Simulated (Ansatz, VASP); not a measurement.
## Au: VASP beside Ansatz

Contents of INCAR:

```
ALGO = Normal
DIPOL = 0.5 0.5 0.500
EDIFF = 1E-7
ENCUT = 520
GGA = PE
IDIPOL = 3
ISIF = 2
ISMEAR = -1
LASPH = True
LCHARG = True
LDIPOL = True
LELF = True
LREAL = False
LVACPOTAV = True
LVHAR = True
LWAVE = False
NBANDS = 48
NELM = 100
PREC = Accurate
SIGMA = 0.05
```

Contents of KPOINTS:

```
k-points
0
Gamma
  11 11 1
```

File POSCAR:

```
Au
1.0
    2.8999984105      0.0000000000      0.0000000000
   -1.4499992052      2.5114722944      0.0000000000
    0.0000000000      0.0000000000     29.6400000000
Au
7
Direct
    0.3333333333      0.6666666666      0.2530364372
    0.6666666667      0.3333333334      0.3353576248
    0.3333333333      0.6666666666      0.4176788124
    0.6666666667      0.3333333334      0.5000000000
    0.3333333333      0.6666666666      0.5823211876
    0.6666666667      0.3333333334      0.6646423752
    0.3333333333      0.6666666666      0.7469635628
```

The input input.yaml:

```yaml
crystal:
  lattice:
    - [2.8999984105, 0.0, 0.0]
    - [-1.4499992052, 2.5114722944, 0.0]
    - [0.0, 0.0, 29.64]
  atoms:
    - { symbol: Au, position: [0.3333333333, 0.6666666666, 0.2530364372] }
    - { symbol: Au, position: [0.6666666667, 0.3333333334, 0.3353576248] }
    - { symbol: Au, position: [0.3333333333, 0.6666666666, 0.4176788124] }
    - { symbol: Au, position: [0.6666666667, 0.3333333334, 0.5] }
    - { symbol: Au, position: [0.3333333333, 0.6666666666, 0.5823211876] }
    - { symbol: Au, position: [0.6666666667, 0.3333333334, 0.6646423752] }
    - { symbol: Au, position: [0.3333333333, 0.6666666666, 0.7469635628] }
hamiltonian:
  xc: pbe
  pseudopotentials: { kind: paw }
kpoints:
  mp_grid: { grid: [11, 11, 1] }
scf:
  occupations: { method: fermi_dirac, width: 0.05 }
output:
  forces: true
  eigenvalues: true
  write_density: true
  write_potential: true
  elf: true
  volumetric_format: npy
efield:
  axis: 3
  dipole_correction: true
  ramp_width: 0.04
```

Alike in both runs: task single point; functional PBE; k mesh 11 × 11 × 1; occupations fermi-dirac, width 0.05 eV; no spin polarisation.

|  | VASP | Ansatz |
| --- | --- | --- |
| version | VASP 6.6.1 | Ansatz 0.2.0 |
| potentials or method | VASP PAW PBE potentials, release 64 (Au) | Ansatz PAW |
| plane-wave cutoff (eV) | 520 | 420 |
| valence electrons in the cell | 77 | 133 |

Ansatz gave:

* gap on the k mesh at the Fermi level (eV): none
* rms of the force components (eV/Å): 0.054
* work function, face that differs most (eV): 5.26

Task: What did VASP give for the same quantities?

Result: gap on the k mesh at the Fermi level (eV): none; rms of the force components (eV/Å): 0.053; work function, face that differs most (eV): 5.26.

Atom by atom the forces differ by 0.002 eV/Å (rms over components). A gap of «none» marks a metal or a gap that the smearing closes. VASP's potentials hold 77 valence electrons a cell and Ansatz's 133, so a difference there can come from the potentials and not from the codes.

Spin-orbit coupling is off throughout.
